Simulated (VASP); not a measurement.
Set up this calculation in VASP 6.6.1, as the native input.

```
Task                   : relaxation of cell and atoms
Functional             : PBE
Potentials or basis    : VASP PAW PBE potentials, release 64 (Zr_sv, S)
Cutoff                 : 600 eV
k mesh                 : 12 × 12 × 8
Occupations            : gaussian, width 0.1 eV
Spin                   : no spin polarisation
Dipole correction      : no
Further INCAR settings : ALGO = Normal; EDIFF = 1e-06; IBRION = 2; EDIFFG = -0.01; NSW = 100; ISIF = 3
```

The structure of Zr3S2 lies in POSCAR:

```
Zr3S2
1.0
    4.9837778814      0.0000000000      0.0000000000
   -2.4918889407      4.3160782521      0.0000000000
    0.0000000000      0.0000000000      4.8676849679
Zr S
3 2
Direct
    0.3333333333      0.6666666667      0.5000000000
    0.6666666667      0.3333333333      0.5000000000
    0.0000000000      0.0000000000      0.0000000000
    0.3333333333      0.6666666667      0.0000000000
    0.6666666667      0.3333333333      0.0000000000
```

The cell was generated, and may not be a known phase.

The input as run:

INCAR

```
SYSTEM = Zr3S2
PREC = Accurate
ENCUT = 600
EDIFF = 1E-6
ISMEAR = 0
SIGMA = 0.1
LREAL = .False.
LASPH = .True.
NELM = 100
ALGO = Normal
ISIF = 3
LWAVE = .False.
LCHARG = .False.
GGA = PE
IBRION = 2
NSW = 100
EDIFFG = -0.01
```

KPOINTS

```
Automatic mesh
0
Gamma
  12 12 8
  0 0 0
```

Potentials or basis: VASP PAW PBE potentials, release 64 (Zr_sv, S).

Command:

```console
$ cat potpaw_PBE.64/Zr_sv/POTCAR potpaw_PBE.64/S/POTCAR > POTCAR
$ mpirun -np 1 vasp_std > vasp.out
```

It gave:

```json
{
  "Relaxed volume": "20.97 Å³/atom",
  "Relaxed cell": "a = 4.990 Å, b = 4.990 Å, c = 4.862 Å, α = 90.00°, β = 90.00°, γ = 120.00°",
  "Space group after relaxing (to 0.1 Å)": "P6/mmm (No. 191)",
  "Energy gained by relaxing": "0.1 meV/atom",
  "Ionic steps": "6",
  "Pressure after relaxing": "0.0 GPa",
  "Band gap on the k mesh": "zero (bands 24 and 25 overlap by 1.29 eV)"
}
```

Run time: 7.2 min on 1 thread of Intel(R) Xeon(R) 6975P-C (Granite Rapids), with other jobs on the host, peak memory 0.45 GiB.
